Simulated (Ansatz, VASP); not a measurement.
## SiC in VASP and in Ansatz

```
Si C
1.0
     0.00986    2.19038    2.17281
     2.19038    0.00986    2.17281
     2.20024    2.20024    0.00000
Si C
1 1
Direct
  0.00045 0.00045 0.99955
  0.24955 0.24955 0.25045
```

Change from the starting cell: strained cell.

Alike in both runs: functional PBEsol; k mesh 10 × 10 × 10; occupations gaussian, width 0.02 eV; no spin polarisation.

Ansatz relaxed the structure, and its values are those at the end. VASP's run is a single point on that final structure, the one shown.

```csv
,VASP,Ansatz
version,VASP 6.6.1,Ansatz 0.2.0
potentials or method,"VASP PAW PBE potentials, release 64 (Si, C), cutoff 600 eV","scalar-relativistic, plane waves, PAW"
valence electrons in the cell,8,8
```

VASP gave:

* gap on the k mesh at the Fermi level (eV): 1.15
* least direct gap on the mesh (eV): 4.36
* pressure (GPa): -1.6

Estimate Ansatz's values.

gap on the k mesh at the Fermi level (eV): 1.16; least direct gap on the mesh (eV): 4.38; pressure (GPa): -1.8.

VASP's potentials were made for PBE, not for PBEsol, and Ansatz warns of the same on its side. Ansatz's warnings: stress scf threshold loose.
